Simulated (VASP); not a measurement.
# Zn: single point with PBEsol

The system is Zn, a slab with vacuum.

```
CELL_PARAMETERS angstrom
2.58974 0.00000 0.00000
0.00000 4.91584 0.00000
0.00000 0.00000 16.74760
ATOMIC_POSITIONS crystal
Zn 0.75000 0.75000 0.49972
Zn 0.25000 0.25000 0.50028
```

* Program: VASP 6.6.1
* Task: single point
* Functional: PBEsol
* Potentials or basis: VASP PAW PBE potentials, release 64 (Zn)
* Cutoff: 520 eV
* k mesh: 16 × 8 × 1
* Occupations: fermi-dirac, width 0.05 eV
* Spin: no spin polarisation

The largest force is 0.006 eV/Å and the band gap on the k mesh is zero (band 12 reaches -1.14 eV, above the bottom of band 13 at -3.75 eV).

Forces in eV/Å, atoms in the order of the input:
```
Zn   0.000  0.000  0.006
Zn   0.000  0.000 -0.006
```

Levels at points of the mesh, in eV from the Fermi level:
| k point | band 10 | band 11 | band 12 | band 13 | band 14 | band 15 |
| --- | --- | --- | --- | --- | --- | --- |
| (0.00, 0.00, 0.00) | -6.64 | -6.57 | -1.03 | -0.77 | -0.23 | 3.29 |
| (0.50, 0.00, 0.00) | -6.81 | -1.31 | -1.31 | 4.84 | 4.84 | 5.13 |
| (0.00, 0.50, 0.00) | -6.88 | -5.49 | -5.49 | 0.97 | 0.97 | 4.81 |
| (0.50, 0.50, 0.00) | -6.59 | -0.44 | -0.44 | 1.13 | 1.13 | 5.85 |

It took 3.5 min on 1 thread of Intel Xeon 6975P-C, on a shared host, peak memory 0.39 GiB.

Caveat: the PAW data sets were made with another functional, which shifts forces and pressure a little.
